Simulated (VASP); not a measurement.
# Rh (Fm-3m) in VASP: elastic constants with PBEsol

Aim: the elastic constants of Rh with PBEsol.

All numbers are computed with VASP 6.6.1; they aren't measurements. Logs are shortened: lines on timing, memory, paths and dates and some standing lists are left out, and cuts for length are marked.

**1. The cell of the first run**

Symmetry: Fm-3m, No. 225, cubic system. Conventional cell: a = 3.784 Å, b = 3.784 Å, c = 3.784 Å, α = 90.00°, β = 90.00°, γ = 90.00°. Within 3.5 Å of Rh (site symmetry m-3m) lie 12 Rh at 2.68 Å.

**2. Elastic constants, PBEsol**

Contents of INCAR:

```
ALGO     = Normal         # electronic algorithm
EDIFF    = 1E-8           # SCF threshold, eV
ENCUT    = 600            # plane-wave cutoff, eV
GGA      = PS             # functional
IBRION   = 6              # ionic algorithm
ISIF     = 3              # what is computed and relaxed
ISMEAR   = -1             # smearing method
LASPH    = True           # aspherical terms in the spheres
LCHARG   = False          # write CHGCAR
LREAL    = False          # projectors in reciprocal space
LWAVE    = False          # write WAVECAR
NELM     = 80             # most SCF steps
NFREE    = 2            
NSW      = 1              # ionic steps
POTIM    = 0.015          # step
PREC     = Accurate       # precision mode
SIGMA    = 0.15           # smearing width, eV
```

Contents of KPOINTS:

```
k-points
0
Gamma
  18 18 18
```

Contents of POSCAR:

```
Rh
1.0
    0.0000000000      1.8921579406      1.8921579406
    1.8921579406      0.0000000000      1.8921579406
    1.8921579406      1.8921579406      0.0000000000
Rh
1
Direct
    0.0000000000      0.0000000000      0.0000000000
```

Potentials or basis: VASP PAW PBE potentials, release 64 (Rh_pv).

Started as:

```sh
$ cat potpaw_PBE.64/Rh_pv/POTCAR > POTCAR
$ mpirun -np 1 vasp_std > vasp.out
```

OUTCAR:

```text
EDIFF = 1E-8
   ENCUT = 600
   GGA = PS
   IBRION = 6
   ISIF = 3
   ISMEAR = -1
   LASPH = True
   LREAL = False
   NELM = 80
   NFREE = 2
   NSW = 1
   POTIM = 0.015
   PREC = Accurate

 ion  position               nearest neighbor table
   1  0.000  0.000  0.000-

  LATTYP: Found a face centered cubic cell.
 ALAT       =     3.7843158812

  Lattice vectors:

 A1 = (   0.0000000000,   1.8921579406,   1.8921579406)
 A2 = (   1.8921579406,   0.0000000000,   1.8921579406)
 A3 = (   1.8921579406,   1.8921579406,   0.0000000000)

Analysis of symmetry for initial positions (statically):
=====================================================================
 Subroutine PRICEL returns:
 Original cell was already a primitive cell.

 Routine SETGRP: Setting up the symmetry group for a
 face centered cubic supercell.

 Subroutine GETGRP returns: Found 48 space group operations
 (whereof 48 operations were pure point group operations)
 out of a pool of 48 trial point group operations.

The static configuration has the point symmetry O_h .

Analysis of symmetry for dynamics (positions and initial velocities):
=====================================================================
 Subroutine PRICEL returns:
 Original cell was already a primitive cell.

 Routine SETGRP: Setting up the symmetry group for a
 face centered cubic supercell.

 Subroutine GETGRP returns: Found 48 space group operations
 (whereof 48 operations were pure point group operations)
 out of a pool of 48 trial point group operations.

The dynamic configuration has the point symmetry O_h .

 Subroutine INISYM returns: Found 48 space group operations
 (whereof 48 operations are pure point group operations),
 and found     1 'primitive' translations

----------------------------------------------------------------------------------------

                                     Primitive cell

  volume of cell :      13.5488

  direct lattice vectors                    reciprocal lattice vectors
     0.000000000  1.892157941  1.892157941    -0.264248554  0.264248554  0.264248554
     1.892157941  0.000000000  1.892157941     0.264248554 -0.264248554  0.264248554
     1.892157941  1.892157941  0.000000000     0.264248554  0.264248554 -0.264248554

  length of vectors
     2.675915422  2.675915422  2.675915422     0.457691922  0.457691922  0.457691922

  position of ions in fractional coordinates (direct lattice)
     0.000000000  0.000000000  0.000000000

  ion indices of the primitive-cell ions
   primitive index   ion index
                 1           1

----------------------------------------------------------------------------------------

 KPOINTS: k-points

Automatic generation of k-mesh.
 Grid dimensions read from file:
 generate k-points for:   18   18   18

 Generating k-lattice:

  Cartesian coordinates                     Fractional coordinates (reciprocal lattice)
    -0.014680475  0.014680475  0.014680475     0.055555556  0.000000000  0.000000000
     0.014680475 -0.014680475  0.014680475     0.000000000  0.055555556  0.000000000
     0.014680475  0.014680475 -0.014680475     0.000000000  0.000000000  0.055555556

  Length of vectors
     0.025427329  0.025427329  0.025427329

  Shift w.r.t. Gamma in fractional coordinates (k-lattice)
     0.000000000  0.000000000  0.000000000

[... 95 lines left out ...]
  ext. energy  EPLUGINS =         0.00000000
  ---------------------------------------------------
  free energy    TOTEN  =        -8.18650832 eV

  energy without entropy =       -8.08791520  energy(sigma->0) =       -8.13721176

------------------------ aborting loop because EDIFF is reached ----------------------------------------

  FORCE on cell =-STRESS in cart. coord.  units (eV):
  Direction    XX          YY          ZZ          XY          YZ          ZX
  --------------------------------------------------------------------------------------
  -------------------------------------------------------------------------------------
  Total       -0.0197835     -0.0197835     -0.0197835      0.0000000      0.0000000      0.0000000
  in kB       -2.3394329     -2.3394329     -2.3394329      0.0000000      0.0000000      0.0000000
  external PRESSURE =      -2.3394329 kB  Pullay stress =       0.0000000 kB
[... 86 lines left out ...]
  FREE ENERGIE OF THE ION-ELECTRON SYSTEM (eV)
  ---------------------------------------------------
  free  energy   TOTEN  =        -8.1823000129 eV

  energy  without entropy=       -8.0861934129  energy(sigma->0) =       -8.13424671

[... ionic steps 4 to 12 ...]

--------------------------------------- Ionic step       13  -------------------------------------------

 number of electron      15.0000002 magnetization

------------------------ aborting loop because EDIFF is reached ----------------------------------------
[... 65 lines left out ...]
--------------------------------------- Ionic step       15  -------------------------------------------

 number of electron      15.0000001 magnetization

 Free energy of the ion-electron system (eV)
  ---------------------------------------------------
  ext. energy  EPLUGINS =         0.00000000
  ---------------------------------------------------
  free energy    TOTEN  =        -8.18650790 eV

  energy without entropy =       -8.08791475  energy(sigma->0) =       -8.13721133

 E-fermi :  12.0096     XC(G=0): -14.3120

 val. band max:       12.0002727294   @ k =  -0.4444   0.4444   0.1111
 cond. band min:      12.0167627940   @ k =   0.3333   0.1111   0.0000
 fundamental gap:      0.0164900646
 Fermi energy:        12.0095928556

 k-point     1 :       0.0000    0.0000    0.0000
  band No.  band energies     occupation
      1     -34.3281      2.00000
      2     -34.3281      2.00000
      3     -34.3281      2.00000
      4       3.8629      2.00000
      5       8.8633      2.00000
      6       8.8633      2.00000
      7       8.8633      2.00000
      8      11.0235      1.99721
      9      11.0235      1.99721
     10      27.9493      0.00000
     11      32.3614      0.00000
[... 309 lines left out ...]
 k-point    24 :      -0.2222    0.0556    0.0000
  band No.  band energies     occupation
      1     -34.7028      2.00000
      2     -34.4044      2.00000
      3     -34.3707      2.00000
      4       5.7222      2.00000
      5       8.5020      2.00000
      6       9.2656      2.00000
      7       9.3206      2.00000
      8      10.8180      1.99929
      9      11.5194      1.92661
     10      27.5340      0.00000
     11      29.7354      0.00000

 [... further k-points ...]

------------------------ aborting loop because EDIFF is reached ----------------------------------------

  FORCE on cell =-STRESS in cart. coord.  units (eV):
  Direction    XX          YY          ZZ          XY          YZ          ZX
  --------------------------------------------------------------------------------------
  -------------------------------------------------------------------------------------
  Total       -0.0197333     -0.0197333     -0.0197333      0.0000000      0.0000000     -0.0000000
  in kB       -2.3335027     -2.3335027     -2.3335027      0.0000000      0.0000000     -0.0000000
  external PRESSURE =      -2.3335027 kB  Pullay stress =       0.0000000 kB
[... 16 lines left out ...]
  FREE ENERGIE OF THE ION-ELECTRON SYSTEM (eV)
  ---------------------------------------------------
  free  energy   TOTEN  =        -8.1865079040 eV

  energy  without entropy=       -8.0879147477  energy(sigma->0) =       -8.13721133

 INTERNAL STRAIN TENSORS FROM STRAINED CELLS
 ============================================

 INTERNAL STRAIN TENSOR FOR ION    1 for displacements in x,y,z  (eV/Angst):
          X           Y           Z          XY          YZ          ZX
  --------------------------------------------------------------------------------
  x     0.00000    -0.00000     0.00000     0.00000     0.00000     0.00000
  y     0.00000     0.00000    -0.00000     0.00000     0.00000    -0.00000
  z    -0.00000     0.00000     0.00000    -0.00000     0.00000     0.00000

 INTERNAL STRAIN TENSORS FROM DISPLACED ATOMS
 ============================================

 INTERNAL STRAIN TENSOR FOR ION    1 for displacements in x,y,z  (eV/Angst):
          X           Y           Z          XY          YZ          ZX
  --------------------------------------------------------------------------------
  x     0.00000     0.00000     0.00000     0.00000     0.00000     0.00000
  y     0.00000     0.00000     0.00000     0.00000     0.00000     0.00000
  z     0.00000     0.00000     0.00000     0.00000     0.00000     0.00000

 Eigenvectors and eigenvalues of the dynamical matrix
 ----------------------------------------------------

   1 f  =    0.000000 THz     0.000000 2PiTHz    0.000000 cm-1     0.000000 meV
             X         Y         Z           dx          dy          dz
      0.000000  0.000000  0.000000     0.737154   -0.675725    0.000000

   2 f  =    0.000000 THz     0.000000 2PiTHz    0.000000 cm-1     0.000000 meV
             X         Y         Z           dx          dy          dz
      0.000000  0.000000  0.000000    -0.675725   -0.737154    0.000000

   3 f  =    0.000000 THz     0.000000 2PiTHz    0.000000 cm-1     0.000000 meV
             X         Y         Z           dx          dy          dz
      0.000000  0.000000  0.000000     0.000000    0.000000    1.000000

--------------------------------------------------------------------------------------------------------

 ELASTIC MODULI CONTR FROM IONIC RELAXATION (kBar)
 Direction    XX          YY          ZZ          XY          YZ          ZX
 --------------------------------------------------------------------------------
 XX           0.0000      0.0000      0.0000      0.0000      0.0000      0.0000
 YY           0.0000      0.0000      0.0000      0.0000      0.0000      0.0000
 ZZ           0.0000      0.0000      0.0000      0.0000      0.0000      0.0000
 XY           0.0000      0.0000      0.0000      0.0000      0.0000      0.0000
 YZ           0.0000      0.0000      0.0000      0.0000      0.0000      0.0000
 ZX           0.0000      0.0000      0.0000      0.0000      0.0000      0.0000
 --------------------------------------------------------------------------------

 TOTAL ELASTIC MODULI (kBar)
 Direction    XX          YY          ZZ          XY          YZ          ZX
 --------------------------------------------------------------------------------
 XX        4589.3333   2059.9829   2059.9829     -0.0000      0.0000     -0.0000
 YY        2059.9829   4589.3333   2059.9829     -0.0000     -0.0000     -0.0000
 ZZ        2059.9829   2059.9829   4589.3333      0.0000     -0.0000      0.0000
 XY          -0.0000     -0.0000      0.0000   2045.5026      0.0000      0.0000
 YZ           0.0000     -0.0000     -0.0000      0.0000   2045.5026      0.0000
 ZX          -0.0000     -0.0000      0.0000      0.0000      0.0000   2045.5026
 --------------------------------------------------------------------------------
```

Run time: 8.4 min. Hardware: 1 thread of Intel Xeon 6975P-C (Granite Rapids), shared host; peak memory 0.6 GiB.

What came out:

```
Elastic constants C11, C12, C44 : 459, 206, 205 GPa
Voigt bulk modulus              : 290 GPa
```

Elastic tensor in Voigt notation (GPa, in the Cartesian axes of the cell as first typed):
```
459 206 206   0   0   0
206 459 206   0   0   0
206 206 459   0   0   0
  0   0   0 205   0   0
  0   0   0   0 205   0
  0   0   0   0   0 205
```

Clamped-ion elastic tensor (GPa):
```
459 206 206   0   0   0
206 459 206   0   0   0
206 206 459   0   0   0
  0   0   0 205   0   0
  0   0   0   0 205   0
  0   0   0   0   0 205
```

Caveat: the PAW data sets were made with another functional, which shifts forces and pressure a little.
